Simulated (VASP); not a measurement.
# La (I4_1/amd) in VASP: a series of runs

La is run at these levels: PBE; tasks: relaxation of cell and atoms.

All numbers are computed with VASP 6.6.1; they aren't measurements. Logs are shortened: lines on timing, memory, paths and dates and some standing lists are left out, and cuts for length are marked.

### 1 The cell of the first run

Symmetry: I4_1/amd, No. 141, tetragonal system. The conventional cell has a = 4.850 Å, b = 4.850 Å, c = 2.667 Å, α = 90.00°, β = 90.00°, γ = 90.00°. Within 3.3 Å of La (site symmetry -4m2) lie 10 La at 2.51 to 3.14 Å.

### 2 Relaxation of cell and atoms, PBE, target pressure 130 GPa, at which the enthalpy is minimised

Contents of INCAR:

```
SYSTEM = La
  PREC = Accurate
  ENCUT = 600
  EDIFF = 1E-6
  ISMEAR = -1
  SIGMA = 0.05
  LREAL = .False.
  LASPH = .True.
  NELM = 80
  ALGO = Normal
  ISIF = 3
  LWAVE = .False.
  LCHARG = .False.
  GGA = PE
  IBRION = 2
  NSW = 60
  EDIFFG = -0.005
  PSTRESS = 1300.0
```

Contents of KPOINTS:

```
regular mesh
0
Gamma
  16 16 16
  0 0 0
```

Contents of POSCAR:

```
La
1.0
   -2.4248306052      2.4248306052      1.3336568329
    2.4248306052     -2.4248306052      1.3336568329
    2.4248306052      2.4248306052     -1.3336568329
La
2
Direct
   -0.3750000000     -0.1250000000     -0.2500000000
    0.3750000000      0.1250000000      0.2500000000
```

Potentials or basis: VASP PAW PBE potentials, release 64 (La).

On the command line:

```bash
$ cat potpaw_PBE.64/La/POTCAR > POTCAR
$ mpirun -np 1 vasp_std > vasp.out
```

OUTCAR:

```text
SYSTEM = La
   PREC = Accurate
   ENCUT = 600
   EDIFF = 1E-6
   ISMEAR = -1
   LREAL = .False.
   LASPH = .True.
   NELM = 80
   ISIF = 3
   GGA = PE
   IBRION = 2
   NSW = 60
   EDIFFG = -0.005
   PSTRESS = 1300.0

 ion  position               nearest neighbor table
   1  0.625  0.875  0.750-   2 2.51   2 2.51   2 2.51   2 2.51   2 3.14   2 3.14   2 3.14   2 3.14

   2  0.375  0.125  0.250-   1 2.51   1 2.51   1 2.51   1 2.51   1 3.14   1 3.14   1 3.14   1 3.14

  LATTYP: Found a body centered tetragonal cell.
 ALAT       =     4.8496612104
 C/A-ratio  =     0.5500000000

  Lattice vectors:

 A1 = (  -2.4248306052,   2.4248306052,   1.3336568329)
 A2 = (   2.4248306052,  -2.4248306052,   1.3336568329)
 A3 = (   2.4248306052,   2.4248306052,  -1.3336568329)

Analysis of symmetry for initial positions (statically):
=====================================================================
 Subroutine PRICEL returns:
 Original cell was already a primitive cell.

 Routine SETGRP: Setting up the symmetry group for a
 body centered tetragonal supercell.

 Subroutine GETGRP returns: Found 16 space group operations
 (whereof  4 operations were pure point group operations)
 out of a pool of 16 trial point group operations.

The static configuration has the point symmetry C_2h.
 The point group associated with its full space group is D_4h.

Analysis of symmetry for dynamics (positions and initial velocities):
=====================================================================
 Subroutine PRICEL returns:
 Original cell was already a primitive cell.

 Routine SETGRP: Setting up the symmetry group for a
 body centered tetragonal supercell.

 Subroutine GETGRP returns: Found 16 space group operations
 (whereof  4 operations were pure point group operations)
 out of a pool of 16 trial point group operations.

The dynamic configuration has the point symmetry C_2h.
 The point group associated with its full space group is D_4h.

 Subroutine INISYM returns: Found 16 space group operations
 (whereof  4 operations are pure point group operations),
 and found     1 'primitive' translations

----------------------------------------------------------------------------------------

                                     Primitive cell

  volume of cell :      31.3666

  direct lattice vectors                    reciprocal lattice vectors
    -2.424830605  2.424830605  1.333656833     0.000000000  0.206199971  0.374909038
     2.424830605 -2.424830605  1.333656833     0.206199971  0.000000000  0.374909038
     2.424830605  2.424830605 -1.333656833     0.206199971  0.206199971  0.000000000

  length of vectors
     3.679435755  3.679435755  3.679435755     0.427872895  0.427872895  0.291610795

  position of ions in fractional coordinates (direct lattice)
     0.625000000  0.875000000  0.750000000
     0.375000000  0.125000000  0.250000000

  ion indices of the primitive-cell ions
   primitive index   ion index
                 1           1
                 2           2

----------------------------------------------------------------------------------------

 KPOINTS: regular mesh

Automatic generation of k-mesh.
 Grid dimensions read from file:
 generate k-points for:   16   16   16

 Generating k-lattice:

  Cartesian coordinates                     Fractional coordinates (reciprocal lattice)
     0.000000000  0.012887498  0.023431815     0.062500000  0.000000000  0.000000000
     0.012887498  0.000000000  0.023431815     0.000000000  0.062500000  0.000000000
     0.012887498  0.012887498  0.000000000     0.000000000  0.000000000  0.062500000

  Length of vectors
     0.026742056  0.026742056  0.018225675

  Shift w.r.t. Gamma in fractional coordinates (k-lattice)
     0.000000000  0.000000000  0.000000000

 Subroutine IBZKPT returns following result:
 ===========================================

 Found    349 irreducible k-points:

 Following reciprocal coordinates:
            Coordinates               Weight
  0.000000  0.000000  0.000000      1.000000
  0.062500  0.000000  0.000000      8.000000
  0.125000  0.000000  0.000000      8.000000
  0.187500  0.000000 -0.000000      8.000000
  0.250000  0.000000  0.000000      8.000000
  0.312500  0.000000  0.000000      8.000000
[... 16 lines left out ...]
 -0.125000  0.062500  0.000000     16.000000
 -0.062500  0.062500  0.000000      4.000000
 [... further k-points ...]
   k-points           NKPTS =    349   k-points in BZ     NKDIM =    349   number of bands    NBANDS=     15
   number of dos      NEDOS =    301   number of ions     NIONS =      2
   total plane-waves  NPLWV =  27000
   dimension x,y,z NGX =    30 NGY =   30 NGZ =   30
   dimension x,y,z NGXF=    60 NGYF=   60 NGZF=   60
   ions per type =               2
   NGX,Y,Z   is equivalent  to a cutoff of  13.55, 13.55, 13.55 a.u.
   NGXF,Y,Z  is equivalent  to a cutoff of  27.11, 27.11, 27.11 a.u.
 SYSTEM =  La
   PREC   = accura    normal or accurate (medium, high low for compatibility)
   ISTART =      0    job   : 0-new  1-cont  2-samecut
   ICHARG =      2    charge: 1-file 2-atom 10-const
   ISPIN  =      1    spin polarized calculation?
   LNONCOLLINEAR =      F non collinear calculations
   LSORBIT =      F    spin-orbit coupling
   LASPH  =      T    aspherical Exc in radial PAW
   ENCUT  =  600.0 eV  44.10 Ry    6.64 a.u.   7.35  7.35  7.35*2*pi/ulx,y,z
   NELM   =     80;   NELMIN=  2; NELMDL= -5     # of ELM steps
   EDIFF  = 0.1E-05   stopping-criterion for ELM
   LREAL  =      F    real-space projection
   EDIFFG = -.5E-02   stopping-criterion for IOM
   NSW    =     60    number of steps for IOM
   IBRION =      2    ionic relax: 0-MD 1-quasi-New 2-CG
   NFREE  =      1    steps in history (QN), initial steepest desc. (CG)
   ISIF   =      3    stress and relaxation
   ISYM   =      2    0-nonsym 1-usesym 2-fastsym
   POTIM  = 0.5000    time-step for ionic-motion
   TEBEG  =    0.0;   TEEND  =   0.0 temperature during run
   PSTRESS= 1300.0 pullay stress
   NELECT =      22.0000    total number of electrons
   NUPDOWN=      -1.0000    fix difference up-down
   EMIN   =  10.00;   EMAX   =-10.00  energy-range for DOS
   EFERMI =   0.00;   METHOD = LEGACY
   ISMEAR =    -1;   SIGMA  =   0.05  broadening in eV -4-tet -1-fermi 0-gaus
   EFERMI_NEDOS =   21; number of points for ismear=-14 and -15
   IALGO  =     38    algorithm
   IMIX   =      4    mixing-type and parameters
     AMIX     =   0.40;   BMIX     =  1.00
     AMIX_MAG =   1.60;   BMIX_MAG =  1.00
  volume/ion in A,a.u.               =      15.68       105.84
  Fermi-wavevector in a.u.,A,eV,Ry     =   1.454544  2.748689 28.785808  2.115697
  Thomas-Fermi vector in A             =   2.571682
   LORBIT       =      0    0 simple, 1 ext, 2 COOP (PROOUT), +10 PAW based schemes
   GGA     = PE    functional components
   LHFCALC =     F    Hartree Fock is set to
   AEXX    =    0.0000 exact exchange contribution
   IVDW    =     0    specifies the selected vdW correction
   LEPSILON=     F    determine dielectric tensor
   LRPA    =     F    only Hartree local field effects (RPA)
 conjugate gradient relaxation of ions
 non-spin polarized calculation
  energy-cutoff  :      600.00
  volume of cell :       31.37
 maximum number of plane-waves:      1073
 NGX is ok and might be reduce to    30
   NGX = 15   NGY = 15   NGZ = 15

--------------------------------------- Ionic step        1  -------------------------------------------

 number of electron      21.9999999 magnetization

 Free energy of the ion-electron system (eV)
  ---------------------------------------------------
  ext. energy  EPLUGINS =         0.00000000
  ---------------------------------------------------
  free energy    TOTEN  =        -1.33316103 eV

  energy without entropy =       -1.31960695  energy(sigma->0) =       -1.32638399

------------------------ aborting loop because EDIFF is reached ----------------------------------------

  FORCE on cell =-STRESS in cart. coord.  units (eV):
  Direction    XX          YY          ZZ          XY          YZ          ZX
  --------------------------------------------------------------------------------------
  -------------------------------------------------------------------------------------
  Total       28.8196226     28.8196226     28.1167699     -0.0000000      0.0000000      0.0000000
  in kB     1472.0819110   1472.0819110   1436.1807928     -0.0000000      0.0000000      0.0000000
  external PRESSURE =     160.1148716 kB  Pullay stress =    1300.0000000 kB

 VOLUME and BASIS-vectors are now :
 -----------------------------------------------------------------------------
  energy-cutoff  :      600.00
  volume of cell :       31.37
      direct lattice vectors                 reciprocal lattice vectors
    -2.424830605  2.424830605  1.333656833     0.000000000  0.206199971  0.374909038
     2.424830605 -2.424830605  1.333656833     0.206199971  0.000000000  0.374909038
     2.424830605  2.424830605 -1.333656833     0.206199971  0.206199971  0.000000000
[... 274 lines left out ...]
  FREE ENERGIE OF THE ION-ELECTRON SYSTEM (eV)
  ---------------------------------------------------
  free  energy   TOTEN  =        -2.1723071549 eV

  energy  without entropy=       -2.1588697226  energy(sigma->0) =       -2.16558844

  enthalpy is  TOTEN    =        24.0725608613 eV   P V=       26.2448680162

--------------------------------------- Ionic step        9  -------------------------------------------

 number of electron      22.0000001 magnetization

 Free energy of the ion-electron system (eV)
  ---------------------------------------------------
  ext. energy  EPLUGINS =         0.00000000
  ---------------------------------------------------
  free energy    TOTEN  =        -2.12614553 eV

  energy without entropy =       -2.11270588  energy(sigma->0) =       -2.11942570

 E-fermi :  19.2017     XC(G=0): -13.4636

 val. band max:       19.2000099561   @ k =  -0.3750   0.4375   0.3750
 cond. band min:      19.2062408060   @ k =   0.4375   0.4375  -0.0000
 fundamental gap:      0.0062308498
 Fermi energy:        19.2016801369

 k-point     1 :       0.0000    0.0000    0.0000
  band No.  band energies     occupation
      1     -16.0375      2.00000
      2     -10.7980      2.00000
      3      -0.7331      2.00000
      4      -0.7331      2.00000
      5       6.7888      2.00000
      6       6.9609      2.00000
      7       7.1299      2.00000
      8       7.1299      2.00000
      9      12.4627      2.00000
     10      17.5917      2.00000
     11      18.4954      2.00000
     12      18.5269      2.00000
     13      20.2534      0.00000
     14      20.2863      0.00000
     15      20.2863      0.00000
[... 397 lines left out ...]
 k-point    24 :      -0.0625    0.0625    0.0000
  band No.  band energies     occupation
      1     -16.0018      2.00000
      2     -10.8771      2.00000
      3      -0.6898      2.00000
      4      -0.6634      2.00000
      5       6.5012      2.00000
      6       6.9581      2.00000
      7       7.0039      2.00000
      8       7.2793      2.00000
      9      12.5895      2.00000
     10      17.7208      2.00000
     11      18.4481      2.00000
     12      18.4723      2.00000
     13      20.2101      0.00000
     14      20.3584      0.00000
     15      20.4350      0.00000

 [... further k-points ...]
[... 5 lines left out ...]
  --------------------------------------------------------------------------------------
  -------------------------------------------------------------------------------------
  Total       26.2046645     26.2046645     26.1997743      0.0000000      0.0000000      0.0000000
  in kB     1300.3040781   1300.3040781   1300.0614180      0.0000000      0.0000000      0.0000000
  external PRESSURE =       0.2231914 kB  Pullay stress =    1300.0000000 kB

 VOLUME and BASIS-vectors are now :
 -----------------------------------------------------------------------------
  energy-cutoff  :      600.00
  volume of cell :       32.29
      direct lattice vectors                 reciprocal lattice vectors
    -2.448532922  2.448532922  1.346394643     0.000000000  0.204203911  0.371362143
     2.448532922 -2.448532922  1.346394643     0.204203911  0.000000000  0.371362143
     2.448532922  2.448532922 -1.346394643     0.204203911  0.204203911  0.000000000

 POSITION                                       TOTAL-FORCE (eV/Angst)
 -----------------------------------------------------------------------------------
      2.44853      1.22427      1.00980        -0.000000     -0.000000     -0.000000
      0.00000      1.22427      0.33660         0.000000      0.000000      0.000000
 -----------------------------------------------------------------------------------
    total drift:                                0.000000     -0.000000      0.000000

  FREE ENERGIE OF THE ION-ELECTRON SYSTEM (eV)
  ---------------------------------------------------
  free  energy   TOTEN  =        -2.1261455276 eV

  energy  without entropy=       -2.1127058817  energy(sigma->0) =       -2.11942570

  enthalpy is  TOTEN    =        24.0723909892 eV   P V=       26.1985365168

 reached required accuracy - stopping structural energy minimisation
```

It took 44 min on 1 thread of Intel Xeon 8259CL, shared host; peak memory 0.35 GiB.

Results:

```yaml
Free_energy: -2.1261 eV
Relaxed_volume: 16.14 Å³/atom
Relaxed_cell: a = 3.715 Å, b = 3.715 Å, c = 3.715 Å, α = 97.55°, β = 97.55°, γ = 137.51°
Space_group_after_relaxing_to_0.1_Å: I4_1/amd (No. 141)
Energy_change_on_relaxing_the_run_minimises_the_enthalpy: -396.5 meV/atom
Ionic_steps: 9
Pressure_after_relaxing: 130.0 GPa
Band_gap_on_the_k_mesh: zero (bands 11 and 12 overlap by 3.79 eV)
```

The path:
```tsv
step	energy change (eV)	largest force (eV/Å)	pressure (GPa)	volume (Å³)
1	0.0000	0.0000	146.01	31.37
2	-4.4805	0.0000	57.64	39.03
3	-0.8578	0.0000	128.61	32.37
4	-0.7883	0.0000	129.98	32.28
5	-0.7733	0.0000	130.26	32.26
6	-0.7930	0.0000	130.16	32.29
7	-0.7834	0.0000	130.20	32.28
8	-0.8391	0.0000	129.05	32.35
9	-0.7930	0.0000	130.02	32.29
```

Final structure:
```cif
data_structure
_symmetry_space_group_name_H-M 'P 1'
_symmetry_Int_Tables_number 1
_cell_length_a 3.7153
_cell_length_b 3.7153
_cell_length_c 3.7153
_cell_angle_alpha 97.546
_cell_angle_beta 97.546
_cell_angle_gamma 137.506
_cell_volume 32.29
loop_
_atom_site_label
_atom_site_type_symbol
_atom_site_fract_x
_atom_site_fract_y
_atom_site_fract_z
_atom_site_occupancy
La1 La 0.62500 0.87500 0.75000 1
La2 La 0.37500 0.12500 0.25000 1
```

Caveat: the cell is relaxed towards a set pressure, so the run minimises the enthalpy, not the energy; spin-orbit coupling is left out, which moves the levels of the heavy elements.

### 3 Relaxation of cell and atoms, PBE, target pressure 130 GPa, at which the enthalpy is minimised

This run uses another cell than the first one, of 16.15 Å³/atom.

Contents of INCAR:

```
SYSTEM = La
PREC = Accurate ; ENCUT = 600
EDIFF = 1E-6 ; ISMEAR = -1
SIGMA = 0.05 ; LREAL = .False.
LASPH = .True. ; NELM = 60
ALGO = Normal ; ISIF = 3
LWAVE = .False. ; LCHARG = .False.
GGA = PE ; IBRION = 2
NSW = 32 ; EDIFFG = -0.005
PSTRESS = 1300.0
```

Contents of KPOINTS:

```
Automatic mesh
0
Gamma
  16 16 16
  0 0 0
```

Contents of POSCAR:

```
La
1.0
   -2.4498774223      2.4498774223      1.3452386685
    2.4498774223     -2.4498774223      1.3452386685
    2.4498774223      2.4498774223     -1.3452386685
La
2
Direct
   -0.3750000000     -0.1250000000     -0.2500000000
    0.3750000000      0.1250000000      0.2500000000
```

Potentials or basis: VASP PAW PBE potentials, release 64 (La).

On the command line:

```bash
$ cat potpaw_PBE.64/La/POTCAR > POTCAR
$ mpirun -np 1 vasp_std > vasp.out
```

Run time: 27 min. Hardware: 1 thread of Intel Xeon 8259CL, shared host; peak memory 0.34 GiB.

The run converged. Its results:

| Item | Value |
| --- | --- |
| Free energy | -2.1265 eV |
| Relaxed volume | 16.14 Å³/atom |
| Relaxed cell | a = 3.715 Å, b = 3.715 Å, c = 3.715 Å, α = 97.55°, β = 97.55°, γ = 137.51° |
| Space group after relaxing (to 0.1 Å) | I4_1/amd (No. 141) |
| Energy change on relaxing (the run minimises the enthalpy) | +3.1 meV/atom |
| Ionic steps | 5 |
| Pressure after relaxing | 130.0 GPa |
| Band gap on the k mesh | zero (bands 11 and 12 overlap by 3.79 eV) |

Step by step:
| step | energy change (eV) | largest force (eV/Å) | pressure (GPa) | volume (Å³) |
| --- | --- | --- | --- | --- |
| 1 | 0.0000 | 0.0000 | 129.79 | 32.30 |
| 2 | 0.0824 | 0.0000 | 131.71 | 32.20 |
| 3 | 0.0181 | 0.0000 | 130.20 | 32.27 |
| 4 | -0.0251 | 0.0000 | 129.49 | 32.33 |
| 5 | 0.0062 | 0.0000 | 130.00 | 32.29 |

Final structure:
```yaml
crystal:
  lattice:
    - [-2.44854, 2.44854, 1.34638]
    - [2.44854, -2.44854, 1.34638]
    - [2.44854, 2.44854, -1.34638]
  atoms:
    - { symbol: La, position: [0.62500, 0.87500, 0.75000] }
    - { symbol: La, position: [0.37500, 0.12500, 0.25000] }
```

Levels at points of the mesh, in eV from the Fermi level:
```
           k point  band 9  band 10  band 11  band 12  band 13  band 14
(0.00, 0.00, 0.00)   -6.74    -1.61    -0.71    -0.67     1.08     1.08
(0.50, 0.00, 0.00)   -3.43    -3.29    -1.40     0.35     1.30     1.84
(0.50, 0.50, 0.00)   -1.63    -1.63    -0.23    -0.23     2.18     2.19
(0.50, 0.50, 0.50)   -0.07    -0.07     0.89     0.89     2.18     2.18
```

Caveat: the cell is relaxed towards a set pressure, so the run minimises the enthalpy, not the energy; spin-orbit coupling is left out, which moves the levels of the heavy elements.
